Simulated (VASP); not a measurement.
A run of VASP 6.6.1:

INCAR

```
  PREC = Accurate
  ENCUT = 520
  EDIFF = 1E-6
  ISMEAR = -1
  SIGMA = 0.1
  LREAL = F
  LASPH = T
  NELM = 80
  ALGO = Normal
  ISIF = 2
  LWAVE = F
  LCHARG = F
  GGA = RE
  NBANDS = 22
```

The input KPOINTS:

```
Automatic mesh
0
Gamma
  11 11 3
```

POSCAR

```
Na
1.0
    3.6658372644      0.0000000000      0.0000000000
   -1.8329186322      3.1747081971      0.0000000000
    0.0000000000      0.0000000000     11.9183118633
Na
4
Direct
    1.0000000000      1.0000000000      0.0000000000
    1.0000000000      1.0000000000      0.5000000000
    0.3333333333      0.6666666667      0.2500000000
    0.6666666667      0.3333333333      0.7500000000
```

Potentials or basis: VASP PAW PBE potentials, release 64 (Na_pv).

The run is started by

```bash
$ cat potpaw_PBE.64/Na_pv/POTCAR > POTCAR
$ mpirun -np 1 vasp_std > vasp.out
```

Hardware: 1 thread of AMD EPYC 7R13, on a shared host.

Question: Estimate the wall time of this run.

Answer: Wall time 2 min on 1 thread of AMD EPYC 7R13 (shared host), peak memory 0.24 GiB. Counts: scf iterations 9, k points 32.
